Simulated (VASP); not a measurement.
Set up this calculation in VASP 6.6.1, as the native input.

* Task: single point
* Functional: r2SCAN
* Potentials or basis: VASP PAW PBE potentials, release 64 (K_sv)
* Cutoff: 520 eV
* k mesh: 5 × 5 × 5
* Occupations: fermi-dirac, width 0.1 eV
* Spin: no spin polarisation
* Dipole correction: no
* Further INCAR settings: ALGO = Normal; EDIFF = 1e-06; NBANDS = 10

Crystal: K.

```
CELL_PARAMETERS angstrom
-2.61058 2.61058 2.61058
2.61058 -2.61058 2.61058
2.61058 2.61058 -2.61058
ATOMIC_POSITIONS crystal
K 0.00000 0.00000 0.00000
```

One way to write it, as run:

POSCAR

```
K
1.0
   -2.6105770000      2.6105770000      2.6105770000
    2.6105770000     -2.6105770000      2.6105770000
    2.6105770000      2.6105770000     -2.6105770000
K
1
Direct
    0.0000000000      0.0000000000      0.0000000000
```

INCAR.step1

```
SYSTEM = K
PREC = Accurate
ENCUT = 520
ISMEAR = -1
SIGMA = 0.1
LREAL = .FALSE.
LASPH = .TRUE.
NELM = 80
NBANDS = 10
GGA = PE
ALGO = Normal
EDIFF = 1E-4
LWAVE = .TRUE.
LCHARG = .FALSE.
```

INCAR.step2

```
SYSTEM = K
PREC = Accurate
ENCUT = 520
EDIFF = 1E-6
ISMEAR = -1
SIGMA = 0.1
LREAL = .FALSE.
LASPH = .TRUE.
NELM = 80
ALGO = Normal
ISIF = 2
LWAVE = .FALSE.
LCHARG = .TRUE.
METAGGA = R2SCAN
LMIXTAU = .TRUE.
LELF = .TRUE.
LVHAR = .TRUE.
NBANDS = 10
ISTART = 1
```

KPOINTS

```
regular mesh
0
G
  5 5 5
  0 0 0
```

Potentials or basis: VASP PAW PBE potentials, release 64 (K_sv).

Command:

```console
$ cat potpaw_PBE.64/K_sv/POTCAR > POTCAR
$ cp INCAR.step1 INCAR
$ mpirun -np 1 vasp_std > vasp.out
$ cp INCAR.step2 INCAR
$ mpirun -np 1 vasp_std > vasp.out
```

Results of the run:

```
Pressure : 0.3 GPa
```

Caveat: the PAW data sets were made with another functional, which shifts forces and pressure a little.

Wall time 22 s on 1 thread of Intel(R) Xeon(R) 6975P-C (Granite Rapids), with other jobs on the host, peak memory 0.2 GiB.
